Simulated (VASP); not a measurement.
## Si5Te: single point with PBE

Crystal: Si5Te.

```
CELL_PARAMETERS angstrom
2.26767 -7.44404 0.00000
2.26767 7.44404 0.00000
0.00000 0.00000 3.86018
ATOMIC_POSITIONS crystal
Si 0.21473 0.78527 0.00000
Si 0.12040 0.87960 0.50000
Si 0.00000 0.00000 0.00000
Si 0.87960 0.12040 0.50000
Si 0.78527 0.21473 0.00000
Te 0.50000 0.50000 0.50000
```

- Program: VASP 6.6.1
- Task: single point
- Functional: PBE
- Potentials or basis: VASP PAW PBE potentials, release 64 (Si, Te)
- Cutoff: 520 eV
- k mesh: 10 × 10 × 10
- Occupations: gaussian, width 0.1 eV
- Spin: no spin polarisation

* Pressure: 0.0 GPa
* Largest force: 0.006 eV/Å
* Band gap on the k mesh: zero (bands 13 and 14 overlap by 1.01 eV)

Forces in eV/Å, atoms in the order of the input:
```
Si   0.000  0.006  0.000
Si   0.000 -0.006  0.000
Si   0.000  0.000  0.000
Si   0.000  0.006  0.000
Si   0.000 -0.006  0.000
Te   0.000  0.000  0.000
```

Levels at points of the mesh, in eV from the Fermi level:
```
           k point  band 9  band 10  band 11  band 12  band 13  band 14  band 15  band 16  band 17  band 18
(0.00, 0.00, 0.00)   -3.45    -1.47    -1.41    -0.61    -0.28    -0.12     0.52     1.07     1.47     1.86
(0.50, 0.00, 0.00)   -1.94    -1.83    -1.58    -1.36     0.13     0.37     0.85     1.61     1.85     2.69
(0.50, 0.50, 0.00)   -2.50    -2.06    -1.44    -1.13    -0.75    -0.49    -0.19     2.42     2.75     2.76
(0.00, 0.00, 0.50)   -2.70    -2.64    -2.34    -1.27    -1.07    -0.36    -0.21     1.03     1.20     1.88
(0.50, 0.00, 0.50)   -4.14    -4.03    -2.41    -2.32     0.30     0.51     1.02     2.06     3.20     4.35
(0.50, 0.50, 0.50)   -3.79    -3.15    -2.78    -1.51    -0.79     0.12     0.14     0.16     1.56     2.14
```

It took 21 min on 1 thread of Intel Xeon 8259CL, on a shared host, peak memory 0.64 GiB.

Caveat: spin-orbit coupling is left out, which moves the levels of the heavy elements.
